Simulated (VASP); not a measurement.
# Mg2Si (I4/mmm) in VASP: single point with HSE06

Aim: the single point of Mg2Si with HSE06.

All numbers are computed with VASP 6.6.1; they aren't measurements. Logs are shortened: lines on timing, memory, paths and dates and some standing lists are left out, and cuts for length are marked.

## Step 1: The cell of the first run

It takes space group I4/mmm (No. 139, tetragonal). Conventional cell: a = 4.482 Å, b = 4.482 Å, c = 6.465 Å, α = 90.00°, β = 90.00°, γ = 90.00°. Mg (site symmetry -4m2) has 4 Si at 2.76 Å and 6 Mg at 3.17 to 3.23 Å within 3.6 Å. Within 3.6 Å of Si (site symmetry 4/mmm) lie 8 Mg at 2.76 Å.

## Step 2: Single point, HSE06 (uniaxial x strain +2.0%)

Contents of POSCAR:

```
Mg2Si
1.0
    0.0000000000      3.1689705500      3.1689705500
    3.2326668580      0.0000000000      3.1689705500
    3.2326668580      3.1689705500      0.0000000000
Mg Si
2 1
Direct
    0.2500000000      0.2500000000      0.2500000000
    0.7500000000      0.7500000000      0.7500000000
    0.0000000000      0.0000000000      0.0000000000
```

Contents of INCAR.step1:

```
SYSTEM = Mg2Si
  ALGO = Normal
  EDIFF = 1E-5
  ENCUT = 520
  GGA = PE
  GGA_COMPAT = .False.
  ISIF = 2
  ISMEAR = 0
  LASPH = .True.
  LCHARG = .False.
  LREAL = .False.
  LWAVE = .True.
  NBANDS = 11
  NELM = 120
  PREC = Accurate
  SIGMA = 0.01
```

Contents of INCAR.step2:

```
SYSTEM = Mg2Si
  ALGO = Normal
  EDIFF = 1E-6
  ENCUT = 520
  GGA = PE
  GGA_COMPAT = .False.
  HFSCREEN = 0.2079
  ISIF = 2
  ISMEAR = 0
  ISTART = 1
  LASPH = .True.
  LCHARG = .False.
  LHFCALC = .True.
  LREAL = .False.
  LWAVE = .False.
  NBANDS = 11
  NELM = 120
  PREC = Accurate
  PRECFOCK = Normal
  SIGMA = 0.01
```

Contents of KPOINTS:

```
k-points
0
Gamma
  6 6 6
  0 0 0
```

Potentials or basis: VASP PAW PBE potentials, release 64 (Mg, Si).

Started as:

```sh
$ cat potpaw_PBE.64/Mg/POTCAR potpaw_PBE.64/Si/POTCAR > POTCAR
$ cp INCAR.step1 INCAR
$ mpirun -np 1 vasp_std > vasp.out
$ cp INCAR.step2 INCAR
$ mpirun -np 1 vasp_std > vasp.out
```

OUTCAR:

```text
SYSTEM = Mg2Si
   EDIFF = 1E-6
   ENCUT = 520
   GGA = PE
   HFSCREEN = 0.2079
   ISIF = 2
   ISMEAR = 0
   ISTART = 1
   LASPH = .True.
   LHFCALC = .True.
   LREAL = .False.
   NELM = 120
   PREC = Accurate
   PRECFOCK = Normal

 ion  position               nearest neighbor table
   1  0.250  0.250  0.250-   3 2.76   3 2.76   3 2.76   3 2.76   2 3.17   2 3.17   2 3.17   2 3.17
                             2 3.23   2 3.23
   2  0.750  0.750  0.750-   3 2.76   3 2.76   3 2.76   3 2.76   1 3.17   1 3.17   1 3.17   1 3.17
                             1 3.23   1 3.23
   3  0.000  0.000  0.000-   2 2.76   2 2.76   2 2.76   1 2.76   1 2.76   1 2.76   2 2.76   1 2.76

  LATTYP: Found a body centered tetragonal cell.
 ALAT       =     4.4816011306
 C/A-ratio  =     1.4426392550

  Lattice vectors:

 A1 = (   3.2326668580,   0.0000000000,   3.1689705500)
 A2 = (   3.2326668580,   0.0000000000,  -3.1689705500)
 A3 = (  -3.2326668580,   3.1689705500,   0.0000000000)

Analysis of symmetry for initial positions (statically):
=====================================================================
 Subroutine PRICEL returns:
 Original cell was already a primitive cell.

 Routine SETGRP: Setting up the symmetry group for a
 body centered tetragonal supercell.

 Subroutine GETGRP returns: Found 16 space group operations
 (whereof 16 operations were pure point group operations)
 out of a pool of 16 trial point group operations.

The static configuration has the point symmetry D_4h.

Analysis of symmetry for dynamics (positions and initial velocities):
=====================================================================
 Subroutine PRICEL returns:
 Original cell was already a primitive cell.

 Routine SETGRP: Setting up the symmetry group for a
 body centered tetragonal supercell.

 Subroutine GETGRP returns: Found 16 space group operations
 (whereof 16 operations were pure point group operations)
 out of a pool of 16 trial point group operations.

The dynamic configuration has the point symmetry D_4h.

 Subroutine INISYM returns: Found 16 space group operations
 (whereof 16 operations are pure point group operations),
 and found     1 'primitive' translations

----------------------------------------------------------------------------------------

                                     Primitive cell

  volume of cell :      64.9273

  direct lattice vectors                    reciprocal lattice vectors
     0.000000000  3.168970550  3.168970550    -0.154671057  0.157779945  0.157779945
     3.232666858  0.000000000  3.168970550     0.154671057 -0.157779945  0.157779945
     3.232666858  3.168970550  0.000000000     0.154671057  0.157779945 -0.157779945

  length of vectors
     4.481601131  4.526865291  4.526865291     0.271499831  0.271499831  0.271499831

  position of ions in fractional coordinates (direct lattice)
     0.250000000  0.250000000  0.250000000
     0.750000000  0.750000000  0.750000000
     0.000000000  0.000000000  0.000000000

  ion indices of the primitive-cell ions
   primitive index   ion index
                 1           1
                 2           2
                 3           3

----------------------------------------------------------------------------------------

 KPOINTS: k-points

Automatic generation of k-mesh.
 Grid dimensions read from file:
 generate k-points for:    6    6    6

 Generating k-lattice:

  Cartesian coordinates                     Fractional coordinates (reciprocal lattice)
    -0.025778510  0.026296658  0.026296658     0.166666667  0.000000000  0.000000000
     0.025778510 -0.026296658  0.026296658     0.000000000  0.166666667 -0.000000000
     0.025778510  0.026296658 -0.026296658     0.000000000 -0.000000000  0.166666667

  Length of vectors
     0.045249972  0.045249972  0.045249972

  Shift w.r.t. Gamma in fractional coordinates (k-lattice)
     0.000000000  0.000000000  0.000000000

 Subroutine IBZKPT returns following result:
 ===========================================

 Found     30 irreducible k-points:

 Following reciprocal coordinates:
            Coordinates               Weight
  0.000000  0.000000  0.000000      1.000000
  0.166667  0.000000  0.000000      8.000000
  0.333333  0.000000  0.000000      8.000000
  0.500000 -0.000000 -0.000000      4.000000
  0.166667  0.166667  0.000000      4.000000
  0.333333  0.166667  0.000000     16.000000
[... 16 lines left out ...]
 -0.333333  0.500000  0.166667      4.000000
  0.333333 -0.333333  0.166667      8.000000
 [... further k-points ...]
   k-points           NKPTS =     30   k-points in BZ     NKDIM =    216   number of bands    NBANDS=     11
   number of dos      NEDOS =    301   number of ions     NIONS =      3
   total plane-waves  NPLWV =  46656
   dimension x,y,z NGX =    36 NGY =   36 NGZ =   36
   dimension x,y,z NGXF=    72 NGYF=   72 NGZF=   72
   ions per type =               2   1
   NGX,Y,Z   is equivalent  to a cutoff of  13.35, 13.22, 13.22 a.u.
   NGXF,Y,Z  is equivalent  to a cutoff of  26.71, 26.44, 26.44 a.u.
 SYSTEM =  Mg2Si
   PREC   = accura    normal or accurate (medium, high low for compatibility)
   ISTART =      1    job   : 0-new  1-cont  2-samecut
   ICHARG =      0    charge: 1-file 2-atom 10-const
   ISPIN  =      1    spin polarized calculation?
   LNONCOLLINEAR =      F non collinear calculations
   LSORBIT =      F    spin-orbit coupling
   LASPH  =      T    aspherical Exc in radial PAW
   ENCUT  =  520.0 eV  38.22 Ry    6.18 a.u.   8.33  8.42  8.42*2*pi/ulx,y,z
   NELM   =    120;   NELMIN=  2; NELMDL=  0     # of ELM steps
   EDIFF  = 0.1E-05   stopping-criterion for ELM
   LREAL  =      F    real-space projection
   EDIFFG = 0.1E-04   stopping-criterion for IOM
   NSW    =      0    number of steps for IOM
   IBRION =     -1    ionic relax: 0-MD 1-quasi-New 2-CG
   NFREE  =      0    steps in history (QN), initial steepest desc. (CG)
   ISIF   =      2    stress and relaxation
   ISYM   =      3    0-nonsym 1-usesym 2-fastsym
   POTIM  = 0.5000    time-step for ionic-motion
   TEBEG  =    0.0;   TEEND  =   0.0 temperature during run
   PSTRESS=    0.0 pullay stress
   NELECT =       8.0000    total number of electrons
   NUPDOWN=      -1.0000    fix difference up-down
   EMIN   =  10.00;   EMAX   =-10.00  energy-range for DOS
   EFERMI =   0.00;   METHOD = LEGACY
   ISMEAR =     0;   SIGMA  =   0.01  broadening in eV -4-tet -1-fermi 0-gaus
   EFERMI_NEDOS =   21; number of points for ismear=-14 and -15
   IALGO  =     38    algorithm
   IMIX   =      1    mixing-type and parameters
     AMIX     =   0.40;   BMIX     =  1.00
     AMIX_MAG =   1.60;   BMIX_MAG =  1.00
  volume/ion in A,a.u.               =      21.64       146.05
  Fermi-wavevector in a.u.,A,eV,Ry     =   0.814634  1.539434  9.029208  0.663628
  Thomas-Fermi vector in A             =   1.924576
   LORBIT       =      0    0 simple, 1 ext, 2 COOP (PROOUT), +10 PAW based schemes
   GGA     = PE    functional components
   LHFCALC =     T    Hartree Fock is set to
   PRECFOCK=normal    Normal, Fast or Accurate (Low or Medium for compatibility)
   ENCUT4O =  -1.0   cutoff for four orbital integrals eV
   NKREDX  =     1    reduce k-point grid by
   NKREDY  =     1    reduce k-point grid by
   NKREDZ  =     1    reduce k-point grid by
   AEXX    =    0.2500 exact exchange contribution
   HFSCREEN=    0.2079 screening length (either q_TF or 0.3 A-1)
   HFSCREENC=   0.2079 screening length for correlation (either q_TF or 0.3 A-1)
   ENCUTFOCK=  -1.0 apply spherical cutoff to Coloumb kernel
   IVDW    =     0    specifies the selected vdW correction
   LEPSILON=     F    determine dielectric tensor
   LRPA    =     F    only Hartree local field effects (RPA)
 non-spin polarized calculation
 Gauss-broadening in eV      SIGMA  =   0.01
  energy-cutoff  :      520.00
  volume of cell :       64.93
 maximum number of plane-waves:      1793
 NGX is ok and might be reduce to    36
  NGX = 28; NGY = 28; NGZ = 28

 number of electron       8.0000000 magnetization

 Free energy of the ion-electron system (eV)
  ---------------------------------------------------
  ext. energy  EPLUGINS =         0.00000000
  ---------------------------------------------------
  free energy    TOTEN  =        -9.86466939 eV

  energy without entropy =       -9.86466939  energy(sigma->0) =       -9.86466939

 E-fermi :   3.3703     XC(G=0):  -7.3062

 val. band max:        3.2985772291   @ k =   0.0000   0.0000   0.0000
 cond. band min:       3.8234189131   @ k =   0.5000   0.5000   0.0000
 fundamental gap:      0.5248416839
 Fermi energy:         3.3702792215

 k-point     1 :       0.0000    0.0000    0.0000
  band No.  band energies     occupation
      1      -6.9119      2.00000
      2       3.2062      2.00000
      3       3.2986      2.00000
      4       3.2986      2.00000
      5       5.6563      0.00000
      6       6.3384      0.00000
      7       6.3384      0.00000
      8       6.4444      0.00000
      9       9.5150      0.00000
     10       9.7885      0.00000
     11      10.5252      0.00000

 k-point     2 :       0.1667    0.0000    0.0000
  band No.  band energies     occupation
      1      -6.6378      2.00000
      2       1.4331      2.00000
      3       2.9592      2.00000
      4       3.0452      2.00000
      5       5.6983      0.00000
      6       6.7888      0.00000
      7       6.8193      0.00000
      8       7.6950      0.00000
      9       8.7621      0.00000
     10       8.9289      0.00000
     11      10.5460      0.00000

 k-point     3 :       0.3333    0.0000    0.0000
  band No.  band energies     occupation
      1      -5.9072      2.00000
      2      -0.8573      2.00000
      3       2.5683      2.00000
      4       2.6954      2.00000
      5       5.1847      0.00000
      6       6.5923      0.00000
      7       6.7039      0.00000
      8       9.1358      0.00000
      9       9.7454      0.00000
     10       9.8264      0.00000
     11      10.6693      0.00000

 k-point     4 :       0.5000   -0.0000   -0.0000
  band No.  band energies     occupation
      1      -5.3321      2.00000
      2      -1.9890      2.00000
      3       2.4187      2.00000
      4       2.5641      2.00000
      5       4.9891      0.00000
      6       6.3136      0.00000
      7       6.4303      0.00000
      8       8.9194      0.00000
      9      12.0560      0.00000
     10      12.2152      0.00000
     11      12.2316      0.00000

 k-point     5 :       0.1667    0.1667    0.0000
  band No.  band energies     occupation
      1      -6.5416      2.00000
      2       1.7357      2.00000
      3       2.3832      2.00000
      4       2.4518      2.00000
      5       5.4830      0.00000
      6       6.5711      0.00000
      7       7.5931      0.00000
      8       7.7825      0.00000
      9       8.2634      0.00000
     10      10.0117      0.00000
     11      11.7141      0.00000
[... 211 lines left out ...]
 k-point    21 :      -0.1667    0.3333    0.1667
  band No.  band energies     occupation
      1      -5.3417      2.00000
      2      -0.7528      2.00000
      3       0.4494      2.00000
      4       1.5177      2.00000
      5       6.0496      0.00000
      6       6.3917      0.00000
      7       7.1800      0.00000
      8       9.7093      0.00000
      9      10.1226      0.00000
     10      11.8624      0.00000
     11      13.5456      0.00000

 k-point    22 :       0.3333    0.5000    0.1667
  band No.  band energies     occupation
      1      -5.3146      2.00000
      2      -0.6978      2.00000
      3       0.4090      2.00000
      4       1.5514      2.00000
      5       5.9368      0.00000
      6       6.1465      0.00000
      7       6.9541      0.00000
      8       9.9365      0.00000
      9      10.3230      0.00000
     10      11.7880      0.00000
     11      13.6943      0.00000

 k-point    23 :      -0.3333    0.5000    0.1667
  band No.  band energies     occupation
      1      -4.6689      2.00000
      2      -1.1383      2.00000
      3      -0.0892      2.00000
      4       0.5244      2.00000
      5       5.4591      0.00000
      6       5.8702      0.00000
      7       9.1714      0.00000
      8       9.3569      0.00000
      9      12.0908      0.00000
     10      12.4910      0.00000
     11      12.8188      0.00000

 k-point    24 :       0.3333   -0.3333    0.1667
  band No.  band energies     occupation
      1      -4.8589      2.00000
      2      -1.2201      2.00000
      3      -0.0441      2.00000
      4       1.1453      2.00000
      5       5.9362      0.00000
      6       6.4316      0.00000
      7       8.2227      0.00000
      8       8.8044      0.00000
      9      10.1296      0.00000
     10      12.3730      0.00000
     11      13.4244      0.00000

 [... further k-points ...]
[... 5 lines left out ...]
  --------------------------------------------------------------------------------------
  -------------------------------------------------------------------------------------
  Total       -1.0882555     -0.2784998     -0.2784998      0.0000000      0.0000000     -0.0000000
  in kB      -26.8543172     -6.8723938     -6.8723938      0.0000000      0.0000000     -0.0000000
  external PRESSURE =     -13.5330350 kB  Pullay stress =       0.0000000 kB

 VOLUME and BASIS-vectors are now :
 -----------------------------------------------------------------------------
  energy-cutoff  :      520.00
  volume of cell :       64.93
      direct lattice vectors                 reciprocal lattice vectors
     0.000000000  3.168970550  3.168970550    -0.154671057  0.157779945  0.157779945
     3.232666858  0.000000000  3.168970550     0.154671057 -0.157779945  0.157779945
     3.232666858  3.168970550  0.000000000     0.154671057  0.157779945 -0.157779945

 POSITION                                       TOTAL-FORCE (eV/Angst)
 -----------------------------------------------------------------------------------
      1.61633      1.58449      1.58449        -0.000000     -0.000000     -0.000000
      4.84900      4.75346      4.75346         0.000000      0.000000     -0.000000
      0.00000      0.00000      0.00000         0.000000      0.000000      0.000000
 -----------------------------------------------------------------------------------
    total drift:                                0.000049     -0.000147      0.000395

  FREE ENERGIE OF THE ION-ELECTRON SYSTEM (eV)
  ---------------------------------------------------
  free  energy   TOTEN  =        -9.8646693873 eV

  energy  without entropy=       -9.8646693873  energy(sigma->0) =       -9.86466939
```

Run time: 62 min. Hardware: 1 thread of Intel Xeon 8259CL, shared host; peak memory 0.35 GiB.

Results:

```
Free energy            : -9.8647 eV
Pressure               : -1.4 GPa
Band gap on the k mesh : 0.52 eV (least direct gap 2.36 eV)
```

Stress tensor (GPa, compression positive):
```
-2.69  0.00  0.00
 0.00 -0.69  0.00
 0.00  0.00 -0.69
```

Levels at points of the mesh, in eV from the valence-band top:
```tsv
k point	band 1	band 2	band 3	band 4	band 5	band 6	band 7	band 8	band 9
(0.00, 0.00, 0.00)	-10.21	-0.09	0.00	0.00	2.36	3.04	3.04	3.15	6.22
(0.50, 0.00, 0.00)	-8.63	-5.29	-0.88	-0.73	1.69	3.02	3.13	5.62	8.76
(0.50, 0.50, 0.00)	-8.00	-4.87	-2.24	-2.19	0.52	0.72	8.49	8.98	9.09
(0.00, 0.50, 0.50)	-8.05	-5.03	-2.10	-2.10	0.61	0.93	8.81	8.81	9.30
```

Caveat: the cell differs from its parent crystal (uniaxial x strain +2.0%); the PAW data sets were made with another functional, which shifts forces and pressure a little.
